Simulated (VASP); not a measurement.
# LiCl (P6_3/mmc) in VASP: settings compared

The runs below take LiCl through single point, with r2SCAN, PBE.

All numbers are computed with VASP 6.6.1; they aren't measurements. Logs are shortened: lines on timing, memory, paths and dates and some standing lists are left out, and cuts for length are marked.

## (1) The cell of the first run

It takes space group P6_3/mmc (No. 194, hexagonal). The conventional cell has a = 4.162 Å, b = 4.162 Å, c = 5.233 Å, α = 90.00°, β = 90.00°, γ = 120.00°. Li (site symmetry -6m2) has 5 Cl at 2.40 to 2.62 Å within 3.2 Å. Within 3.2 Å of Cl (site symmetry -6m2) lie 5 Li at 2.40 to 2.62 Å.

## (2) Single point, r2SCAN

POSCAR reads:

```
LiCl
1.0
    4.1618736540      0.0000000000      0.0000000000
   -2.0809368270      3.6042883117      0.0000000000
    0.0000000000      0.0000000000      5.2325457660
Li Cl
2 2
Direct
    0.3333333333      0.6666666667      0.2500000000
    0.6666666667      0.3333333333      0.7500000000
    0.6666666667      0.3333333333      0.2500000000
    0.3333333333      0.6666666667      0.7500000000
```

INCAR.step1 reads:

```
SYSTEM = LiCl
ALGO     = Normal         ! electronic algorithm
EDIFF    = 1E-4           ! SCF threshold, eV
ENCUT    = 520            ! plane-wave cutoff, eV
GGA      = PE             ! functional
ISMEAR   = 0              ! smearing method
LASPH    = .True.         ! aspherical terms in the spheres
LCHARG   = .False.        ! write CHGCAR
LREAL    = .False.        ! projectors in reciprocal space
LWAVE    = .True.         ! write WAVECAR
NBANDS   = 18             ! bands
NELM     = 100            ! most SCF steps
PREC     = Accurate       ! precision mode
SIGMA    = 0.01           ! smearing width, eV
```

INCAR.step2 reads:

```
SYSTEM = LiCl
ALGO     = Normal         ! electronic algorithm
EDIFF    = 1E-6           ! SCF threshold, eV
ENCUT    = 520            ! plane-wave cutoff, eV
ISIF     = 2              ! what is computed and relaxed
ISMEAR   = 0              ! smearing method
ISTART   = 1            
LASPH    = .True.         ! aspherical terms in the spheres
LCHARG   = .False.        ! write CHGCAR
LMIXTAU  = .True.       
LREAL    = .False.        ! projectors in reciprocal space
LWAVE    = .False.        ! write WAVECAR
METAGGA  = R2SCAN         ! meta-GGA
NBANDS   = 18             ! bands
NELM     = 100            ! most SCF steps
PREC     = Accurate       ! precision mode
SIGMA    = 0.01           ! smearing width, eV
```

KPOINTS reads:

```
k-points
0
Gamma
  6 6 4
  0 0 0
```

Potentials or basis: VASP PAW PBE potentials, release 64 (Li_sv, Cl).

On the command line:

```bash
cat potpaw_PBE.64/Li_sv/POTCAR potpaw_PBE.64/Cl/POTCAR > POTCAR
cp INCAR.step1 INCAR
mpirun -np 1 vasp_std > vasp.out
cp INCAR.step2 INCAR
mpirun -np 1 vasp_std > vasp.out
```

OUTCAR:

```text
SYSTEM = LiCl
   EDIFF = 1E-6
   ENCUT = 520
   ISIF = 2
   ISMEAR = 0
   ISTART = 1
   LASPH = .True.
   LREAL = .False.
   METAGGA = R2SCAN
   NELM = 100
   PREC = Accurate

 ion  position               nearest neighbor table
   1  0.333  0.667  0.250-   3 2.40   3 2.40   3 2.40   4 2.62   4 2.62
   2  0.667  0.333  0.750-   4 2.40   4 2.40   4 2.40   3 2.62   3 2.62
   3  0.667  0.333  0.250-   1 2.40   1 2.40   1 2.40   2 2.62   2 2.62
   4  0.333  0.667  0.750-   2 2.40   2 2.40   2 2.40   1 2.62   1 2.62

  LATTYP: Found a hexagonal cell.
 ALAT       =     4.1618736540
 C/A-ratio  =     1.2572572358

  Lattice vectors:

 A1 = (   4.1618736540,   0.0000000000,   0.0000000000)
 A2 = (  -2.0809368270,   3.6042883117,   0.0000000000)
 A3 = (   0.0000000000,   0.0000000000,   5.2325457660)

Analysis of symmetry for initial positions (statically):
=====================================================================
 Subroutine PRICEL returns:
 Original cell was already a primitive cell.

 Routine SETGRP: Setting up the symmetry group for a
 hexagonal supercell.

 Subroutine GETGRP returns: Found 24 space group operations
 (whereof 12 operations were pure point group operations)
 out of a pool of 24 trial point group operations.

The static configuration has the point symmetry D_3d.
 The point group associated with its full space group is D_6h.

Analysis of symmetry for dynamics (positions and initial velocities):
=====================================================================
 Subroutine PRICEL returns:
 Original cell was already a primitive cell.

 Routine SETGRP: Setting up the symmetry group for a
 hexagonal supercell.

 Subroutine GETGRP returns: Found 24 space group operations
 (whereof 12 operations were pure point group operations)
 out of a pool of 24 trial point group operations.

The dynamic configuration has the point symmetry D_3d.
 The point group associated with its full space group is D_6h.

 Subroutine INISYM returns: Found 24 space group operations
 (whereof 12 operations are pure point group operations),
 and found     1 'primitive' translations

----------------------------------------------------------------------------------------

                                     Primitive cell

  volume of cell :      78.4913

[... 87 lines left out ...]
   NELM   =    100;   NELMIN=  2; NELMDL=  0     # of ELM steps
   EDIFF  = 0.1E-05   stopping-criterion for ELM
   LREAL  =      F    real-space projection
   EDIFFG = 0.1E-04   stopping-criterion for IOM
   NSW    =      0    number of steps for IOM
   IBRION =     -1    ionic relax: 0-MD 1-quasi-New 2-CG
   NFREE  =      0    steps in history (QN), initial steepest desc. (CG)
   ISIF   =      2    stress and relaxation
   ISYM   =      2    0-nonsym 1-usesym 2-fastsym
   POTIM  = 0.5000    time-step for ionic-motion
   TEBEG  =    0.0;   TEEND  =   0.0 temperature during run
   PSTRESS=    0.0 pullay stress
   NELECT =      20.0000    total number of electrons
   NUPDOWN=      -1.0000    fix difference up-down
   EMIN   =  10.00;   EMAX   =-10.00  energy-range for DOS
   EFERMI =   0.00;   METHOD = LEGACY
   ISMEAR =     0;   SIGMA  =   0.01  broadening in eV -4-tet -1-fermi 0-gaus
   EFERMI_NEDOS =   21; number of points for ismear=-14 and -15
   IALGO  =     38    algorithm
   IMIX   =      4    mixing-type and parameters
     AMIX     =   0.40;   BMIX     =  1.00
     AMIX_MAG =   1.60;   BMIX_MAG =  1.00
  volume/ion in A,a.u.               =      19.62       132.42
  Fermi-wavevector in a.u.,A,eV,Ry     =   1.037873  1.961296 14.655938  1.077181
  Thomas-Fermi vector in A             =   2.172331
   LORBIT       =      0    0 simple, 1 ext, 2 COOP (PROOUT), +10 PAW based schemes
   METAGGA = R2SCAN    functional components
   LHFCALC =     F    Hartree Fock is set to
   AEXX    =    0.0000 exact exchange contribution
   IVDW    =     0    specifies the selected vdW correction
   LEPSILON=     F    determine dielectric tensor
   LRPA    =     F    only Hartree local field effects (RPA)
 non-spin polarized calculation
 Gauss-broadening in eV      SIGMA  =   0.01
  energy-cutoff  :      520.00
  volume of cell :       78.49
 maximum number of plane-waves:      2149
 NGX is ok and might be reduce to    32
   NGX = 15   NGY = 15   NGZ = 19

 number of electron      19.9999992 magnetization

 Free energy of the ion-electron system (eV)
  ---------------------------------------------------
  ext. energy  EPLUGINS =         0.00000000
  ---------------------------------------------------
  free energy    TOTEN  =       -25.10029969 eV

  energy without entropy =      -25.10029969  energy(sigma->0) =      -25.10029969

 E-fermi :  -0.6758     XC(G=0):  -8.3357

 val. band max:       -0.7351746853   @ k =   0.0000   0.0000   0.0000
 cond. band min:       5.6173214419   @ k =   0.0000   0.0000   0.0000
 fundamental gap:      6.3524961272
 Fermi energy:        -0.6757621228

 k-point     1 :       0.0000    0.0000    0.0000
  band No.  band energies     occupation
      1     -45.5733      2.00000
      2     -45.5698      2.00000
      3     -14.6781      2.00000
      4     -13.9259      2.00000
      5      -3.5740      2.00000
      6      -2.1495      2.00000
[... 418 lines left out ...]
      5      -3.0909      2.00000
      6      -3.0909      2.00000
[... 10 lines left out ...]
     17      12.2006      0.00000
     18      12.2008      0.00000

------------------------ aborting loop because EDIFF is reached ----------------------------------------

  FORCE on cell =-STRESS in cart. coord.  units (eV):
  Direction    XX          YY          ZZ          XY          YZ          ZX
  --------------------------------------------------------------------------------------
  -------------------------------------------------------------------------------------
  Total       -0.2259474     -0.2259474     -0.2059983     -0.0000000     -0.0000000      0.0000000
  in kB       -4.6120769     -4.6120769     -4.2048729     -0.0000000     -0.0000000      0.0000000
  external PRESSURE =      -4.4763422 kB  Pullay stress =       0.0000000 kB

 VOLUME and BASIS-vectors are now :
 -----------------------------------------------------------------------------
  energy-cutoff  :      520.00
  volume of cell :       78.49
      direct lattice vectors                 reciprocal lattice vectors
     4.161873654  0.000000000  0.000000000     0.240276395  0.138723642  0.000000000
    -2.080936827  3.604288312  0.000000000     0.000000000  0.277447283  0.000000000
     0.000000000  0.000000000  5.232545766     0.000000000  0.000000000  0.191111563

 POSITION                                       TOTAL-FORCE (eV/Angst)
 -----------------------------------------------------------------------------------
     -0.00000      2.40286      1.30814        -0.000000      0.000000      0.000000
      2.08094      1.20143      3.92441         0.000000     -0.000000      0.000000
      2.08094      1.20143      1.30814         0.000000     -0.000000      0.000000
     -0.00000      2.40286      3.92441         0.000000      0.000000      0.000000
 -----------------------------------------------------------------------------------
    total drift:                               -0.000000      0.000000     -0.000000

  FREE ENERGIE OF THE ION-ELECTRON SYSTEM (eV)
  ---------------------------------------------------
  free  energy   TOTEN  =       -25.1002996895 eV

  energy  without entropy=      -25.1002996895  energy(sigma->0) =      -25.10029969
```

OUTCAR.step1:

```text
SYSTEM = LiCl
   EDIFF = 1E-4
   ENCUT = 520
   GGA = PE
   ISMEAR = 0
   LASPH = .True.
   LREAL = .False.
   NELM = 100
[... 665 lines left out ...]
      2.08094      1.20143      3.92441         0.000000     -0.000000      0.000000
      2.08094      1.20143      1.30814         0.000000      0.000000      0.000000
     -0.00000      2.40286      3.92441         0.000000      0.000000      0.000000
 -----------------------------------------------------------------------------------
    total drift:                               -0.000000      0.000000     -0.000000

  FREE ENERGIE OF THE ION-ELECTRON SYSTEM (eV)
  ---------------------------------------------------
  free  energy   TOTEN  =       -14.7852668660 eV

  energy  without entropy=      -14.7852668660  energy(sigma->0) =      -14.78526687
```

OSZICAR.step1:

```text
N       E                     dE             d eps       ncg     rms          rms(c)
DAV:   1     0.129553972691E+03    0.12955E+03   -0.89032E+03   756   0.106E+03
DAV:   2    -0.202139732252E+00   -0.12976E+03   -0.12382E+03   966   0.234E+02
DAV:   3    -0.146133088722E+02   -0.14411E+02   -0.14339E+02  1370   0.669E+01
DAV:   4    -0.149862212997E+02   -0.37291E+00   -0.37203E+00  1086   0.120E+01
DAV:   5    -0.150086476282E+02   -0.22426E-01   -0.22419E-01  1148   0.231E+00    0.334E+00
DAV:   6    -0.147690628261E+02    0.23958E+00   -0.38179E-01   866   0.293E+00    0.246E+00
DAV:   7    -0.147655211426E+02    0.35417E-02   -0.14093E-01  1050   0.180E+00    0.143E+00
DAV:   8    -0.147840351241E+02   -0.18514E-01   -0.26358E-02   878   0.101E+00    0.292E-01
DAV:   9    -0.147842035678E+02   -0.16844E-03   -0.12074E-03  1072   0.231E-01    0.843E-02
DAV:  10    -0.147852401476E+02   -0.10366E-02   -0.10686E-03   836   0.193E-01    0.145E-02
DAV:  11    -0.147852668660E+02   -0.26718E-04   -0.24978E-05   850   0.356E-02
   1 F= -.14785267E+02 E0= -.14785267E+02  d E =-.605041E-49
```

Wall time 1.7 min (1 thread of Intel Xeon 8259CL, shared host); peak memory 0.2 GiB.

Results:

```yaml
Free_energy: -25.1003 eV
Band_gap_on_the_k_mesh: 6.35 eV
```

Caveat: the cutoff is under 1.25 times the usual one of these potentials, so pressure, stress and relaxed cells hold a basis-set (Pulay) error; the PAW data sets were made with another functional, which shifts forces and pressure a little.

## (3) Single point, r2SCAN (20.21 Å³/atom)

This run uses another cell than the first one, of 20.21 Å³/atom.

POSCAR reads:

```
LiCl
1.0
    4.2030830039      0.0000000000      0.0000000000
   -2.1015415019      3.6399766556      0.0000000000
    0.0000000000      0.0000000000      5.2843565194
Li Cl
2 2
Direct
    0.3333333333      0.6666666667      0.2500000000
    0.6666666667      0.3333333333      0.7500000000
    0.6666666667      0.3333333333      0.2500000000
    0.3333333333      0.6666666667      0.7500000000
```

INCAR.step1 reads:

```
PREC = Accurate
ENCUT = 520
ISMEAR = 0
SIGMA = 0.01
LREAL = F
LASPH = T
NELM = 60
NBANDS = 18
GGA = PE
ALGO = Normal
EDIFF = 1E-4
LWAVE = T
LCHARG = F
```

INCAR.step2 reads:

```
PREC = Accurate
ENCUT = 520
EDIFF = 1E-6
ISMEAR = 0
SIGMA = 0.01
LREAL = F
LASPH = T
NELM = 60
ALGO = Normal
ISIF = 2
LWAVE = F
LCHARG = F
METAGGA = R2SCAN
LMIXTAU = T
NBANDS = 18
ISTART = 1
```

KPOINTS reads:

```
regular mesh
0
Gamma
  6 6 4
```

Potentials or basis: VASP PAW PBE potentials, release 64 (Li_sv, Cl).

On the command line:

```bash
cat potpaw_PBE.64/Li_sv/POTCAR potpaw_PBE.64/Cl/POTCAR > POTCAR
cp INCAR.step1 INCAR
mpirun -np 1 vasp_std > vasp.out
cp INCAR.step2 INCAR
mpirun -np 1 vasp_std > vasp.out
```

OUTCAR:

```text
PREC = Accurate
   ENCUT = 520
   EDIFF = 1E-6
   ISMEAR = 0
   LREAL = F
   LASPH = T
   NELM = 60
   ISIF = 2
   METAGGA = R2SCAN
   ISTART = 1

 ion  position               nearest neighbor table
   1  0.333  0.667  0.250-   3 2.43   3 2.43   3 2.43
   2  0.667  0.333  0.750-   4 2.43   4 2.43   4 2.43
   3  0.667  0.333  0.250-   1 2.43   1 2.43   1 2.43
   4  0.333  0.667  0.750-   2 2.43   2 2.43   2 2.43

  LATTYP: Found a hexagonal cell.
 ALAT       =     4.2030830039
 C/A-ratio  =     1.2572572358

  Lattice vectors:

 A1 = (   4.2030830039,   0.0000000000,   0.0000000000)
 A2 = (  -2.1015415019,   3.6399766556,   0.0000000000)
 A3 = (   0.0000000000,   0.0000000000,   5.2843565194)

Analysis of symmetry for initial positions (statically):
=====================================================================
 Subroutine PRICEL returns:
 Original cell was already a primitive cell.

 Routine SETGRP: Setting up the symmetry group for a
 hexagonal supercell.

 Subroutine GETGRP returns: Found 24 space group operations
 (whereof 12 operations were pure point group operations)
 out of a pool of 24 trial point group operations.

The static configuration has the point symmetry D_3d.
 The point group associated with its full space group is D_6h.

Analysis of symmetry for dynamics (positions and initial velocities):
=====================================================================
 Subroutine PRICEL returns:
 Original cell was already a primitive cell.

 Routine SETGRP: Setting up the symmetry group for a
 hexagonal supercell.

 Subroutine GETGRP returns: Found 24 space group operations
 (whereof 12 operations were pure point group operations)
 out of a pool of 24 trial point group operations.

The dynamic configuration has the point symmetry D_3d.
 The point group associated with its full space group is D_6h.

 Subroutine INISYM returns: Found 24 space group operations
 (whereof 12 operations are pure point group operations),
[... 115 lines left out ...]
     AMIX     =   0.40;   BMIX     =  1.00
     AMIX_MAG =   1.60;   BMIX_MAG =  1.00
  volume/ion in A,a.u.               =      20.21       136.39
  Fermi-wavevector in a.u.,A,eV,Ry     =   1.027697  1.942067 14.369957  1.056162
  Thomas-Fermi vector in A             =   2.161656
   LORBIT       =      0    0 simple, 1 ext, 2 COOP (PROOUT), +10 PAW based schemes
   METAGGA = R2SCAN    functional components
   LHFCALC =     F    Hartree Fock is set to
   AEXX    =    0.0000 exact exchange contribution
   IVDW    =     0    specifies the selected vdW correction
   LEPSILON=     F    determine dielectric tensor
   LRPA    =     F    only Hartree local field effects (RPA)
 non-spin polarized calculation
 Gauss-broadening in eV      SIGMA  =   0.01
  energy-cutoff  :      520.00
  volume of cell :       80.85
 maximum number of plane-waves:      2197
 NGX is ok and might be reduce to    32
   NGX = 15   NGY = 15   NGZ = 19

 number of electron      19.9999982 magnetization

 Free energy of the ion-electron system (eV)
  ---------------------------------------------------
  ext. energy  EPLUGINS =         0.00000000
  ---------------------------------------------------
  free energy    TOTEN  =       -25.08980811 eV

  energy without entropy =      -25.08980811  energy(sigma->0) =      -25.08980811

 E-fermi :  -0.8749     XC(G=0):  -8.2098

 val. band max:       -0.9333474826   @ k =   0.0000   0.0000   0.0000
 cond. band min:       5.3188765384   @ k =   0.0000   0.0000   0.0000
 fundamental gap:      6.2522240210
 Fermi energy:        -0.8749285203

 k-point     1 :       0.0000    0.0000    0.0000
  band No.  band energies     occupation
      1     -45.8005      2.00000
      2     -45.7975      2.00000
      3     -14.7825      2.00000
      4     -14.0827      2.00000
      5      -3.6415      2.00000
      6      -2.2850      2.00000
[... 418 lines left out ...]
      5      -3.1943      2.00000
      6      -3.1943      2.00000
[... 10 lines left out ...]
     17      11.7747      0.00000
     18      11.7748      0.00000

------------------------ aborting loop because EDIFF is reached ----------------------------------------

  FORCE on cell =-STRESS in cart. coord.  units (eV):
  Direction    XX          YY          ZZ          XY          YZ          ZX
  --------------------------------------------------------------------------------------
  -------------------------------------------------------------------------------------
  Total       -0.5889315     -0.5889315     -0.5378225     -0.0000000      0.0000000      0.0000000
  in kB      -11.6712320    -11.6712320    -10.6583716     -0.0000000      0.0000000      0.0000000
  external PRESSURE =     -11.3336119 kB  Pullay stress =       0.0000000 kB

 VOLUME and BASIS-vectors are now :
 -----------------------------------------------------------------------------
  energy-cutoff  :      520.00
  volume of cell :       80.85
      direct lattice vectors                 reciprocal lattice vectors
     4.203083004  0.000000000  0.000000000     0.237920593  0.137363518  0.000000000
    -2.101541502  3.639976656  0.000000000     0.000000000  0.274727037  0.000000000
     0.000000000  0.000000000  5.284356519     0.000000000  0.000000000  0.189237800

 POSITION                                       TOTAL-FORCE (eV/Angst)
 -----------------------------------------------------------------------------------
     -0.00000      2.42665      1.32109         0.000000     -0.000000      0.000000
      2.10154      1.21333      3.96327        -0.000000      0.000000      0.000000
      2.10154      1.21333      1.32109        -0.000000      0.000000      0.000000
     -0.00000      2.42665      3.96327         0.000000     -0.000000      0.000000
 -----------------------------------------------------------------------------------
    total drift:                               -0.000000      0.000000     -0.000000

  FREE ENERGIE OF THE ION-ELECTRON SYSTEM (eV)
  ---------------------------------------------------
  free  energy   TOTEN  =       -25.0898081120 eV

  energy  without entropy=      -25.0898081120  energy(sigma->0) =      -25.08980811
```

OUTCAR.step1:

```text
PREC = Accurate
   ENCUT = 520
   ISMEAR = 0
   LREAL = F
[... 667 lines left out ...]
     -0.00000      2.42665      1.32109        -0.000000      0.000000      0.000000
      2.10154      1.21333      3.96327         0.000000      0.000000      0.000000
      2.10154      1.21333      1.32109        -0.000000     -0.000000      0.000000
     -0.00000      2.42665      3.96327         0.000000     -0.000000      0.000000
 -----------------------------------------------------------------------------------
    total drift:                               -0.000000      0.000000     -0.000000

  FREE ENERGIE OF THE ION-ELECTRON SYSTEM (eV)
  ---------------------------------------------------
  free  energy   TOTEN  =       -14.7883375260 eV

  energy  without entropy=      -14.7883375260  energy(sigma->0) =      -14.78833753
```

It took 1.8 min on 1 thread of Intel Xeon 8259CL, shared host; peak memory 0.2 GiB.

Results:

| Quantity | Value |
| --- | --- |
| Free energy | -25.0898 eV |
| Band gap on the k mesh | 6.25 eV |

Levels at points of the mesh, in eV from the valence-band top:
| k point | band 6 | band 7 | band 8 | band 9 | band 10 | band 11 | band 12 | band 13 | band 14 | band 15 |
| --- | --- | --- | --- | --- | --- | --- | --- | --- | --- | --- |
| (0.00, 0.00, 0.00) | -1.35 | -1.35 | -0.60 | -0.60 | 0.00 | 6.25 | 8.77 | 9.53 | 9.53 | 10.94 |
| (0.50, 0.00, 0.00) | -1.85 | -1.80 | -1.37 | -0.95 | -0.64 | 7.86 | 9.24 | 9.47 | 11.08 | 11.09 |
| (0.00, 0.00, 0.50) | -1.41 | -0.98 | -0.98 | -0.98 | -0.98 | 8.17 | 8.17 | 9.55 | 9.55 | 9.55 |
| (0.50, 0.00, 0.50) | -2.43 | -1.29 | -1.29 | -0.48 | -0.48 | 7.84 | 7.84 | 10.03 | 10.03 | 12.19 |

Caveat: the cutoff is under 1.25 times the usual one of these potentials, so pressure, stress and relaxed cells hold a basis-set (Pulay) error; the PAW data sets were made with another functional, which shifts forces and pressure a little.

(Continued in part 2 of 2.)
